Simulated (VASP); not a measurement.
## As: single point with PBE+D3(BJ)

The system is As.

```
As
1.0
     1.88308    1.08720    3.29653
    -1.88308    1.08720    3.29653
     0.00000   -2.17439    3.29653
As
2
Direct
  0.76831 0.76831 0.76831
  0.23169 0.23169 0.23169
```

| Property | Result |
| --- | --- |
| Program | VASP 6.6.1 |
| Task | single point |
| Functional | PBE |
| Dispersion | D3(BJ) |
| Potentials or basis | VASP PAW PBE potentials, release 64 (As_d) |
| Cutoff | 510 eV |
| k mesh | 12 × 12 × 12 |
| Occupations | gaussian, width 0.1 eV |
| Spin | no spin polarisation |

| Property | Result |
| --- | --- |
| Pressure | 1.8 GPa |
| Largest force | 0.018 eV/Å |
| Band gap on the k mesh | zero (bands 15 and 16 overlap by 0.39 eV) |
| Dispersion energy per atom | -0.447 eV |

Forces in eV/Å, atoms in the order of the input:
```
As   0.000  0.000 -0.018
As   0.000  0.000  0.018
```

Stress tensor (GPa, compression positive):
```
1.79 0.00 0.00
0.00 1.79 0.00
0.00 0.00 1.91
```

Levels at points of the mesh, in eV from the Fermi level:
| k point | band 12 | band 13 | band 14 | band 15 | band 16 | band 17 | band 18 | band 19 |
| --- | --- | --- | --- | --- | --- | --- | --- | --- |
| (0.00, 0.00, 0.00) | -5.42 | -2.42 | -2.19 | -2.19 | 2.27 | 3.22 | 3.22 | 6.35 |
| (0.50, 0.00, 0.00) | -11.51 | -2.58 | -2.34 | -0.34 | -0.30 | 0.25 | 0.68 | 9.67 |
| (0.50, 0.50, 0.00) | -9.54 | -6.61 | -4.54 | -4.49 | 1.56 | 5.90 | 6.77 | 8.01 |
| (0.50, 0.50, 0.50) | -10.65 | -1.79 | -1.79 | -0.63 | 0.17 | 0.17 | 1.47 | 8.74 |

It took 64 s on 1 thread of Intel(R) Xeon(R) Platinum 8559C (Emerald Rapids), on a shared host, peak memory 0.26 GiB.
